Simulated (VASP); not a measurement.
Write the native input for VASP 6.6.1 that does the following.

```yaml
Task: single point
Functional: PBE
Potentials_or_basis: VASP PAW PBE potentials, release 64 (Bi_d, Te)
Cutoff: 520 eV
k_mesh: 12 × 12 × 12
Occupations: gaussian, width 0.1 eV
Spin: no spin polarisation
Dipole_correction: no
Further_INCAR_settings: ALGO = Normal; EDIFF = 1e-07; NBANDS = 18
```

The structure of BiTe lies in POSCAR:

```
BiTe
1.0
    0.0000000000      3.2511939963      3.2511939963
    3.2511939963      0.0000000000      3.2511939963
    3.2511939963      3.2511939963      0.0000000000
Bi Te
1 1
Direct
    0.5000000000      0.5000000000      0.5000000000
    0.0000000000      0.0000000000      0.0000000000
```

The input as run:

INCAR

```
SYSTEM = BiTe
ALGO = Normal
EDIFF = 1E-7
ENCUT = 520
GGA = PE
ISIF = 2
ISMEAR = 0
LASPH = .TRUE.
LCHARG = .FALSE.
LREAL = .FALSE.
LWAVE = .FALSE.
NBANDS = 18
NELM = 80
PREC = Accurate
SIGMA = 0.1
```

KPOINTS

```
k-points
0
G
  12 12 12
  0 0 0
```

Potentials or basis: VASP PAW PBE potentials, release 64 (Bi_d, Te).

Command:

```console
$ cat potpaw_PBE.64/Bi_d/POTCAR potpaw_PBE.64/Te/POTCAR > POTCAR
$ mpirun -np 1 vasp_std > vasp.out
```

Results of the run:

```yaml
Pressure: -0.1 GPa
```

Wall time 60 s on 1 thread of Intel(R) Xeon(R) Platinum 8259CL CPU @ 2.50GHz (Skylake/Cascade Lake) (shared host), peak memory 0.26 GiB.
